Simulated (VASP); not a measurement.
Crystal: YbB.

```
Yb B
1.0
     3.09292    0.00000    0.00000
     0.00000    3.09292    0.00000
     0.00000    0.00000    3.09292
Yb B
1 1
Cartesian
  0.0000 0.0000 0.0000
  1.5465 1.5465 1.5465
```

| Item | Value |
| --- | --- |
| Program | VASP 6.6.1 |
| Task | relaxation of cell and atoms |
| Functional | PBE |
| Potentials or basis | VASP PAW PBE potentials, release 64 (Yb, B) |
| Cutoff | 600 eV |
| k mesh | 6 × 6 × 6 |
| Occupations | gaussian, width 0.1 eV |
| Spin | no spin polarisation |

At the start: pressure 6.4 GPa; volume 14.79 Å³/atom.

**Question.** How do energy, volume and symmetry change on relaxing?

**Answer.** Over 3 steps the energy falls by 22.3 meV/atom and the volume is 15.82 Å³/atom (+6.9 %); space group Pm-3m (No. 221, to 0.05 Å).

The path:
```csv
step,energy change (eV),largest force (eV/Å),pressure (GPa),volume (Å³)
1,0.0000,0.0000,6.38,29.59
2,-0.0437,0.0000,-2.69,32.18
3,-0.0446,0.0000,0.03,31.64
```

Final structure:
```xyz
2
Lattice="3.1629 0.0000 0.0000 0.0000 3.1629 0.0000 0.0000 0.0000 3.1629" Properties=species:S:1:pos:R:3 pbc="T T T"
Yb    0.0000    0.0000    0.0000
B     1.5814    1.5814    1.5814
```

Caveat: without U or exact exchange the open f shell lies at the Fermi level, which spoils levels, moments and volumes.
